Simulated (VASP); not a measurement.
Set up this calculation in VASP 6.6.1, as the native input.

* Task: single point
* Functional: PBE
* Potentials or basis: VASP PAW PBE potentials, release 64 (Fe, Pt)
* Cutoff: 600 eV
* k mesh: 24 × 24 × 12
* Occupations: gaussian, width 0.1 eV
* Spin: collinear spin, ferromagnetic start
* Starting moments: [3.22, 0.32] μB
* Dipole correction: no
* Further INCAR settings: ALGO = Normal; EDIFF = 1e-06; NBANDS = 20

The structure of FePt lies in POSCAR:

```
FePt
1.0
    2.7291725120      0.0000000000      0.0000000000
   -1.3645862560      2.3635327267      0.0000000000
    0.0000000000      0.0000000000      4.3707703825
Fe Pt
1 1
Direct
    0.6666666667      0.3333333333      0.5000000000
    0.3333333333      0.6666666667      0.0000000000
```

One way to write it, as run:

INCAR

```
PREC     = Accurate       # precision mode
ENCUT    = 600            # plane-wave cutoff, eV
EDIFF    = 1E-6           # SCF threshold, eV
ISMEAR   = 0              # smearing method
SIGMA    = 0.1            # smearing width, eV
LREAL    = F              # projectors in reciprocal space
LASPH    = T              # aspherical terms in the spheres
NELM     = 200            # most SCF steps
ALGO     = Normal         # electronic algorithm
ISIF     = 2              # what is computed and relaxed
LWAVE    = F              # write WAVECAR
LCHARG   = T              # write CHGCAR
ISPIN    = 2              # spin polarisation
MAGMOM   = 3.22 0.32      # initial moments
LORBIT   = 11             # projections on sites
LMAXMIX  = 4              # l up to which the mixer works
GGA      = PE             # functional
LELF     = T              # ELF
LVHAR    = T            
NBANDS   = 20             # bands
GGA_COMPAT= F
```

KPOINTS

```
Automatic mesh
0
Gamma
  24 24 12
```

Potentials or basis: VASP PAW PBE potentials, release 64 (Fe, Pt).

Run with:

```bash
$ cat potpaw_PBE.64/Fe/POTCAR potpaw_PBE.64/Pt/POTCAR > POTCAR
$ mpirun -np 1 vasp_std > vasp.out
```

It gave:

The pressure is -0.3 GPa and the net moment is 3.15 μB per cell. The site moments are Fe +2.88; Pt +0.27 μB and the valence electrons inside the program's atomic spheres are Fe 6.96; Pt 9.39.

Wall time 3 min on 1 thread of Intel(R) Xeon(R) 6975P-C (Granite Rapids), with other jobs on the host, peak memory 0.55 GiB.
